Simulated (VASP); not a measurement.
# Co (I4_1/amd) in VASP: further runs

Runs on Co. Level: PBE. Tasks: single point.

Everything below comes from runs of VASP 6.6.1. Logs are shortened: lines on timing, memory, paths and dates and some standing lists are left out, and cuts for length are marked.

## Step 1: The cell of the first run

The structure is tetragonal, space group I4_1/amd (No. 141). The conventional cell has a = 4.025 Å, b = 4.025 Å, c = 2.243 Å, α = 90.00°, β = 90.00°, γ = 90.00°. Co (site symmetry -4m2) has 10 Co at 2.09 to 2.62 Å within 2.8 Å.

## Step 2: Single point, PBE, collinear spin, ferromagnetic start (9.08 Å³/atom)

File INCAR:

```
SYSTEM = Co
ALGO = Normal
EDIFF = 1E-6
ENCUT = 520
GGA = PE
ISIF = 2
ISMEAR = -1
ISPIN = 2
LASPH = .TRUE.
LCHARG = .FALSE.
LMAXMIX = 4
LORBIT = 11
LREAL = .FALSE.
LWAVE = .FALSE.
MAGMOM = 1.7 1.7
NBANDS = 20
NELM = 150
PREC = Accurate
SIGMA = 0.08
```

File KPOINTS:

```
k-points
0
G
  20 20 20
  0 0 0
```

File POSCAR:

```
Co
1.0
   -2.0123036052      2.0123036052      1.1216705833
    2.0123036052     -2.0123036052      1.1216705833
    2.0123036052      2.0123036052     -1.1216705833
Co
2
Direct
   -0.3750000000     -0.1250000000     -0.2500000000
    0.3750000000      0.1250000000      0.2500000000
```

Potentials or basis: VASP PAW PBE potentials, release 64 (Co).

Launch:

```
cat potpaw_PBE.64/Co/POTCAR > POTCAR
mpirun -np 1 vasp_std > vasp.out
```

OUTCAR:

```text
SYSTEM = Co
   EDIFF = 1E-6
   ENCUT = 520
   GGA = PE
   ISIF = 2
   ISMEAR = -1
   ISPIN = 2
   LASPH = .TRUE.
   LORBIT = 11
   LREAL = .FALSE.
   NELM = 150
   PREC = Accurate

 ion  position               nearest neighbor table
   1  0.625  0.875  0.750-   2 2.09   2 2.09   2 2.09   2 2.09   2 2.62   2 2.62   2 2.62   2 2.62

   2  0.375  0.125  0.250-   1 2.09   1 2.09   1 2.09   1 2.09   1 2.62   1 2.62   1 2.62   1 2.62

  LATTYP: Found a body centered tetragonal cell.
 ALAT       =     4.0246072104
 C/A-ratio  =     0.5574062385

  Lattice vectors:

 A1 = (  -2.0123036052,   2.0123036052,   1.1216705833)
 A2 = (   2.0123036052,  -2.0123036052,   1.1216705833)
 A3 = (   2.0123036052,   2.0123036052,  -1.1216705833)

Analysis of symmetry for initial positions (statically):
=====================================================================
 Subroutine PRICEL returns:
 Original cell was already a primitive cell.

 Routine SETGRP: Setting up the symmetry group for a
 body centered tetragonal supercell.

 Subroutine GETGRP returns: Found 16 space group operations
 (whereof  4 operations were pure point group operations)
 out of a pool of 16 trial point group operations.

The static configuration has the point symmetry C_2h.
 The point group associated with its full space group is D_4h.

Analysis of symmetry for dynamics (positions and initial velocities):
=====================================================================
 Subroutine PRICEL returns:
 Original cell was already a primitive cell.

 Routine SETGRP: Setting up the symmetry group for a
 body centered tetragonal supercell.

 Subroutine GETGRP returns: Found 16 space group operations
 (whereof  4 operations were pure point group operations)
 out of a pool of 16 trial point group operations.

The dynamic configuration has the point symmetry C_2h.
 The point group associated with its full space group is D_4h.

Analysis of structural, dynamic, and magnetic symmetry:
=====================================================================
 Subroutine PRICEL returns:
 Original cell was already a primitive cell.

 Routine SETGRP: Setting up the symmetry group for a
 body centered tetragonal supercell.

 Subroutine GETGRP returns: Found 16 space group operations
 (whereof  4 operations were pure point group operations)
 out of a pool of 16 trial point group operations.

The overall configuration has the point symmetry C_2h.
 The point group associated with its full space group is D_4h.

 Subroutine INISYM returns: Found 16 space group operations
 (whereof  4 operations are pure point group operations),
 and found     1 'primitive' translations

[... 116 lines left out ...]
  Fermi-wavevector in a.u.,A,eV,Ry     =   1.632030  3.084090 36.239430  2.663523
  Thomas-Fermi vector in A             =   2.724068
   LORBIT       =     11    0 simple, 1 ext, 2 COOP (PROOUT), +10 PAW based schemes
   GGA     = PE    functional components
   LHFCALC =     F    Hartree Fock is set to
   AEXX    =    0.0000 exact exchange contribution
   IVDW    =     0    specifies the selected vdW correction
   LEPSILON=     F    determine dielectric tensor
   LRPA    =     F    only Hartree local field effects (RPA)
 spin polarized calculation
  energy-cutoff  :      520.00
  volume of cell :       18.17
 maximum number of plane-waves:       502
   NGX = 11   NGY = 11   NGZ = 11

 number of electron      17.9999990 magnetization       1.2742273

 Free energy of the ion-electron system (eV)
  ---------------------------------------------------
  ext. energy  EPLUGINS =         0.00000000
  ---------------------------------------------------
  free energy    TOTEN  =       -11.84576586 eV

  energy without entropy =      -11.77439379  energy(sigma->0) =      -11.81007982

 E-fermi :  13.2057     XC(G=0): -14.4219

 val. band max:       13.2054613128   @ k =   0.2000  -0.0000   0.0000
 cond. band min:      13.2065554636   @ k =   0.3500   0.2500   0.1500
 fundamental gap:      0.0010941509
 Fermi energy:        13.2057058894

 spin component 1

 k-point     1 :       0.0000    0.0000    0.0000
  band No.  band energies     occupation
      1       3.1518      1.00000
      2       6.6807      1.00000
      3       8.4634      1.00000
      4       9.1099      1.00000
      5       9.6834      1.00000
      6      12.1203      1.00000
[... 541 lines left out ...]
     19      37.0597      0.00000
     20      41.4832      0.00000

 [... further k-points ...]

 spin component 2

 k-point     1 :       0.0000    0.0000    0.0000
  band No.  band energies     occupation
      1       3.2151      1.00000
      2       7.3077      1.00000
      3       8.8499      1.00000
      4       9.6244      1.00000
      5      10.2500      1.00000
      6      12.7691      0.99575
[... 541 lines left out ...]
     19      37.2252      0.00000
     20      41.7467      0.00000

 [... further k-points ...]

------------------------ aborting loop because EDIFF is reached ----------------------------------------

  FORCE on cell =-STRESS in cart. coord.  units (eV):
  Direction    XX          YY          ZZ          XY          YZ          ZX
  --------------------------------------------------------------------------------------
  -------------------------------------------------------------------------------------
  Total        8.6536552      8.6536552      8.8167399     -0.0000000      0.0000000     -0.0000000
  in kB      763.1287903    763.1287903    777.5105286     -0.0000000      0.0000000     -0.0000000
  external PRESSURE =     767.9227030 kB  Pullay stress =       0.0000000 kB

 VOLUME and BASIS-vectors are now :
 -----------------------------------------------------------------------------
  energy-cutoff  :      520.00
  volume of cell :       18.17
      direct lattice vectors                 reciprocal lattice vectors
    -2.012303605  2.012303605  1.121670583     0.000000000  0.248471453  0.445763674
     2.012303605 -2.012303605  1.121670583     0.248471453  0.000000000  0.445763674
     2.012303605  2.012303605 -1.121670583     0.248471453  0.248471453  0.000000000

 POSITION                                       TOTAL-FORCE (eV/Angst)
 -----------------------------------------------------------------------------------
      2.01230      1.00615      0.84125         0.000000     -0.000000     -0.000000
     -0.00000      1.00615      0.28042        -0.000000      0.000000      0.000000
 -----------------------------------------------------------------------------------
    total drift:                               -0.000000      0.000000      0.000000

  FREE ENERGIE OF THE ION-ELECTRON SYSTEM (eV)
  ---------------------------------------------------
  free  energy   TOTEN  =       -11.8457658562 eV

  energy  without entropy=      -11.7743937892  energy(sigma->0) =      -11.81007982

 total charge

# of ion       s       p       d       tot
------------------------------------------
    1        0.606   0.677   7.546   8.828
    2        0.606   0.677   7.546   8.828
--------------------------------------------------
tot          1.212   1.354  15.091  17.657

 magnetization (x)

# of ion       s       p       d       tot
------------------------------------------
    1       -0.001  -0.007   0.635   0.626
    2       -0.001  -0.007   0.635   0.626
--------------------------------------------------
tot         -0.003  -0.015   1.271   1.253
```

It took 4.7 min on 1 thread of Intel Xeon Platinum 8488C (Sapphire Rapids), shared host; peak memory 0.41 GiB.

What came out:

* Free energy: -11.8458 eV
* Pressure: 76.8 GPa
* Net moment: 1.27 μB per cell
* Site moments: Co +0.63 μB
* Valence electrons inside the program's atomic spheres: Co 8.83

Stress tensor (GPa, compression positive):
```
76.31  0.00  0.00
 0.00 76.31  0.00
 0.00  0.00 77.75
```

Levels at points of the mesh, in eV from the Fermi level:
Spin up:
| k point | band 8 | band 9 | band 10 | band 11 | band 12 | band 13 |
| --- | --- | --- | --- | --- | --- | --- |
| (0.00, 0.00, 0.00) | -1.03 | -1.03 | 0.25 | 1.34 | 7.97 | 7.97 |
| (0.50, 0.00, 0.00) | -0.99 | 0.08 | 0.18 | 2.13 | 6.42 | 10.05 |
| (0.50, 0.50, 0.00) | -1.32 | -0.32 | -0.32 | 0.05 | 0.05 | 15.53 |
| (0.50, 0.50, 0.50) | -1.29 | -0.83 | -0.83 | -0.76 | -0.76 | 7.23 |
Spin down:
```tsv
k point	band 6	band 7	band 8	band 9	band 10	band 11
(0.00, 0.00, 0.00)	-0.44	-0.44	-0.38	-0.38	1.33	1.86
(0.50, 0.00, 0.00)	-1.46	-1.22	0.00	0.71	0.72	2.63
(0.50, 0.50, 0.00)	-2.62	-0.60	-0.60	0.33	0.33	0.78
(0.50, 0.50, 0.50)	-1.25	-0.62	-0.62	-0.17	-0.17	-0.09
```

Caveat: the cell stands under pressure.

## Step 3: Single point, PBE, collinear spin, ferromagnetic start (6.66 Å³/atom)

This run uses another cell than the first one, of 6.66 Å³/atom.

File INCAR:

```
ALGO = Normal
EDIFF = 1E-6
ENCUT = 520
GGA = PE
ISIF = 2
ISMEAR = -1
ISPIN = 2
LASPH = True
LCHARG = False
LMAXMIX = 4
LORBIT = 11
LREAL = False
LWAVE = False
MAGMOM = 1.7 1.7
NBANDS = 20
NELM = 150
PREC = Accurate
SIGMA = 0.08
```

File KPOINTS:

```
k-points
0
Gamma
  20 20 20
```

File POSCAR:

```
Co
1.0
   -1.8158254759      1.8158254759      1.0101957965
    1.8158254759     -1.8158254759      1.0101957965
    1.8158254759      1.8158254759     -1.0101957965
Co
2
Direct
   -0.3750000000     -0.1250000000     -0.2500000000
    0.3750000000      0.1250000000      0.2500000000
```

Potentials or basis: VASP PAW PBE potentials, release 64 (Co).

Launch:

```
cat potpaw_PBE.64/Co/POTCAR > POTCAR
mpirun -np 1 vasp_std > vasp.out
```

Run time: 3.4 min. Hardware: 1 thread of Intel Xeon 6975P-C (Granite Rapids), shared host; peak memory 0.35 GiB.

It converged, with:

| Quantity | Value |
| --- | --- |
| Free energy | -6.2514 eV |
| Pressure | 359.5 GPa |
| Band gap on the k mesh | zero (filled and empty bands overlap) |
| Net moment | 0.00 μB per cell |

Stress tensor (GPa, compression positive):
```
355.54   0.00   0.00
  0.00 355.54   0.00
  0.00   0.00 367.32
```

Levels at points of the mesh, in eV from the Fermi level:
Spin up:
| k point | band 6 | band 7 | band 8 | band 9 | band 10 | band 11 | band 12 | band 13 |
| --- | --- | --- | --- | --- | --- | --- | --- | --- |
| (0.00, 0.00, 0.00) | -1.22 | -1.22 | -1.15 | -1.15 | 1.27 | 2.48 | 10.14 | 10.14 |
| (0.50, 0.00, 0.00) | -2.66 | -1.69 | -0.87 | 0.65 | 0.68 | 3.54 | 9.33 | 12.58 |
| (0.50, 0.50, 0.00) | -4.16 | -1.16 | -1.16 | -0.03 | -0.03 | 0.64 | 0.64 | 19.20 |
| (0.50, 0.50, 0.50) | -1.86 | -1.79 | -1.79 | -0.69 | -0.69 | -0.67 | -0.67 | 10.82 |
Spin down:
```
           k point  band 6  band 7  band 8  band 9  band 10  band 11  band 12  band 13
(0.00, 0.00, 0.00)   -1.22   -1.22   -1.15   -1.15     1.27     2.48    10.14    10.14
(0.50, 0.00, 0.00)   -2.66   -1.69   -0.87    0.65     0.68     3.54     9.33    12.58
(0.50, 0.50, 0.00)   -4.16   -1.16   -1.16   -0.03    -0.03     0.64     0.64    19.20
(0.50, 0.50, 0.50)   -1.86   -1.79   -1.79   -0.69    -0.69    -0.67    -0.67    10.82
```

Caveat: atoms lie so close that the PAW spheres overlap strongly, which falsifies energies and pressures; the cell stands under pressure.

## Step 4: Single point, PBE, collinear spin, ferromagnetic start (6.66 Å³/atom)

This run uses another cell than the first one, of 6.66 Å³/atom.

File INCAR:

```
SYSTEM = Co
ALGO = Normal ; EDIFF = 1E-6
ENCUT = 520 ; GGA = PE
ISIF = 2 ; ISMEAR = -1
ISPIN = 2 ; LASPH = .TRUE.
LCHARG = .FALSE. ; LMAXMIX = 4
LORBIT = 11 ; LREAL = .FALSE.
LWAVE = .FALSE. ; MAGMOM = 1.7 1.7
NBANDS = 20 ; NELM = 150
PREC = Accurate ; SIGMA = 0.08
```

File KPOINTS:

```
k-points
0
G
  20 20 20
  0 0 0
```

POSCAR is that of step 3.

Launch:

```
cat potpaw_PBE.64/Co/POTCAR > POTCAR
mpirun -np 1 vasp_std > vasp.out
```

Run time: 2.6 min. Hardware: 1 thread of Intel Xeon 6975P-C (Granite Rapids), shared host; peak memory 0.36 GiB.

It converged, with:

| Item | Value |
| --- | --- |
| Free energy | -6.2514 eV |
| Pressure | 359.5 GPa |
| Band gap on the k mesh | zero (filled and empty bands overlap) |
| Net moment | 0.00 μB per cell |

Stress tensor (GPa, compression positive):
```
355.54   0.00   0.00
  0.00 355.54   0.00
  0.00   0.00 367.32
```

Levels at points of the mesh, in eV from the Fermi level:
Spin up:
```csv
k point,band 6,band 7,band 8,band 9,band 10,band 11,band 12,band 13
"(0.00, 0.00, 0.00)",-1.22,-1.22,-1.15,-1.15,1.27,2.48,10.14,10.14
"(0.50, 0.00, 0.00)",-2.66,-1.69,-0.87,0.65,0.68,3.54,9.33,12.58
"(0.50, 0.50, 0.00)",-4.16,-1.16,-1.16,-0.03,-0.03,0.64,0.64,19.20
"(0.50, 0.50, 0.50)",-1.86,-1.79,-1.79,-0.69,-0.69,-0.67,-0.67,10.82
```
Spin down:
```tsv
k point	band 5	band 6	band 7	band 8	band 9	band 10	band 11	band 12	band 13	band 14
(0.00, 0.00, 0.00)	-5.06	-1.22	-1.22	-1.15	-1.15	1.27	2.48	10.14	10.14	18.54
(0.50, 0.00, 0.00)	-3.28	-2.66	-1.69	-0.87	0.65	0.68	3.54	9.33	12.58	13.64
(0.50, 0.50, 0.00)	-4.16	-4.16	-1.16	-1.16	-0.03	-0.03	0.64	0.64	19.20	19.20
(0.50, 0.50, 0.50)	-1.86	-1.86	-1.79	-1.79	-0.69	-0.69	-0.67	-0.67	10.82	10.82
```

Caveat: atoms lie so close that the PAW spheres overlap strongly, which falsifies energies and pressures; the cell stands under pressure.
